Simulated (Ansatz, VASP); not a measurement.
# Cr3Co: VASP beside Ansatz

File INCAR:

```
PREC = Accurate
ENCUT = 600
EDIFF = 1E-7
ISMEAR = 0
SIGMA = 0.1
LREAL = False
LASPH = True
NELM = 60
ALGO = Fast
ISIF = 3
LWAVE = False
LCHARG = False
GGA = PE
IBRION = 2
NSW = 100
EDIFFG = -0.01
```

KPOINTS

```
regular mesh
0
Gamma
  14 14 14
```

File POSCAR:

```
Cr3Co
1.0
    3.5649514268      0.0000000000      0.0000000000
    0.0000000000      3.5649514268      0.0000000000
    0.0000000000      0.0000000000      3.5649514268
Cr Co
3 1
Direct
    0.0000000000      0.5000000000      0.5000000000
    0.5000000000      0.0000000000      0.5000000000
    0.5000000000      0.5000000000      0.0000000000
    0.0000000000      0.0000000000      0.0000000000
```

Input for Ansatz:

```yaml
crystal:
  lattice:
    - [3.5649514268, 0.0, 0.0]
    - [0.0, 3.5649514268, 0.0]
    - [0.0, 0.0, 3.5649514268]
  atoms:
    - { symbol: Cr, position: [0.0, 0.5, 0.5] }
    - { symbol: Cr, position: [0.5, 0.0, 0.5] }
    - { symbol: Cr, position: [0.5, 0.5, 0.0] }
    - { symbol: Co, position: [0.0, 0.0, 0.0] }
basis:
  ecutwfc: 420
kpoints:
  mp_grid: { grid: [14, 14, 14] }
hamiltonian:
  xc: pbe
scf:
  occupations: { method: gaussian, width: 0.1 }
output:
  forces: true
  stress: true
  eigenvalues: true
relax:
  adjacent_minimum: "off"
  f_tol: 0.01
  max_steps: 80
  cell: { stress_tol: 0.05 }
```

Alike in both runs: task relaxation of cell and atoms; functional PBE; k mesh 14 × 14 × 14; occupations gaussian, width 0.1 eV; no spin polarisation.

|  | VASP | Ansatz |
| --- | --- | --- |
| version | VASP 6.6.1 | Ansatz 0.2.0 |
| potentials or method | VASP PAW PBE potentials, release 64 (Cr_pv, Co), cutoff 600 eV | scalar-relativistic, plane waves, PAW |
| valence electrons in the cell | 45 | 59 |

Ansatz gave:

* gap on the k mesh at the Fermi level, each at its own relaxed structure (eV): none
* relaxed volume (Å³/atom): 11.33
* relaxed length of the cell vector where the two differ most in proportion (Å): 3.565

Which values does VASP return?

gap on the k mesh at the Fermi level, each at its own relaxed structure (eV): none; relaxed volume (Å³/atom): 11.30; relaxed length of the cell vector where the two differ most in proportion (Å): 3.563.

A gap of «none» marks a metal or a gap that the smearing closes. VASP's potentials hold 45 valence electrons a cell and Ansatz's 59, so a difference there can come from the potentials and not from the codes.
